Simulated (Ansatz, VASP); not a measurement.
**Two plane-wave programs on Pd**

Contents of INCAR:

```
PREC = Accurate ; ENCUT = 520
EDIFF = 1E-6 ; ISMEAR = -1
SIGMA = 0.1 ; LREAL = False
LASPH = True ; NELM = 100
ALGO = Normal ; ISIF = 2
LWAVE = False ; LCHARG = False
NBANDS = 28
```

Contents of KPOINTS:

```
Automatic mesh
0
Gamma
  15 15 4
```

Contents of POSCAR:

```
Pd
1.0
    2.6351256189      0.0000000000      0.0000000000
   -1.3175628094      2.2820857281      0.0000000000
    0.0000000000      0.0000000000      8.6895512365
Pd
4
Direct
    1.0000000000      1.0000000000      0.0000000000
    1.0000000000      0.0000000000      0.5000000000
    0.3333333333      0.6666666667      0.2500000000
    0.6666666667      0.3333333333      0.7500000000
```

Input for Ansatz:

```yaml
crystal:
  lattice:
    - [2.6351256189, 0.0, 0.0]
    - [-1.3175628094, 2.2820857281, 0.0]
    - [0.0, 0.0, 8.6895512365]
  atoms:
    - { symbol: Pd, position: [1.0, 1.0, 0.0] }
    - { symbol: Pd, position: [1.0, 0.0, 0.5] }
    - { symbol: Pd, position: [0.3333333333, 0.6666666667, 0.25] }
    - { symbol: Pd, position: [0.6666666667, 0.3333333333, 0.75] }
hamiltonian:
  xc: lda
  pseudopotentials:
    kind: paw
    azcp:
      Pd: "pseudopotentials/Pd.paw.azcp"
basis:
  ecutwfc: 420
  fft_grid_basis: typed
kpoints:
  mp_grid: { grid: [15, 15, 4], shift: [0, 0, 0] }
magnetization:
  spin_polarized: false
scf:
  occupations: { method: fermi_dirac, width: 0.1 }
  lower_state_search: "off"
output:
  stress: true
  write_density: true
  write_potential: true
  elf: true
  volumetric_format: npy
```

Alike in both runs: task single point; functional LDA; k mesh 15 × 15 × 4; occupations fermi-dirac, width 0.1 eV; no spin polarisation.

|  | VASP | Ansatz |
| --- | --- | --- |
| version | VASP 6.6.1 | Ansatz 0.2.0 |
| potentials or method | VASP PAW LDA potentials, release 64 (Pd), cutoff 520 eV | plane waves (420 eV) with PAW, scalar-relativistic |
| valence electrons in the cell | 40 | 72 |

|  | VASP | Ansatz | Ansatz less VASP |
| --- | --- | --- | --- |
| pressure (GPa) | 23.7 | 23.3 | -0.35 |
| traceless stress, the component that is largest in VASP (GPa) | -0.24 | -0.21 | +0.039 |

Ansatz warns that its potentials were made for another functional, while VASP's fit it. LDA's correlation is that of Perdew and Zunger in VASP and of Perdew and Wang (1992) in Ansatz. VASP's potentials hold 40 valence electrons a cell and Ansatz's 72, so a difference there can come from the potentials and not from the codes.
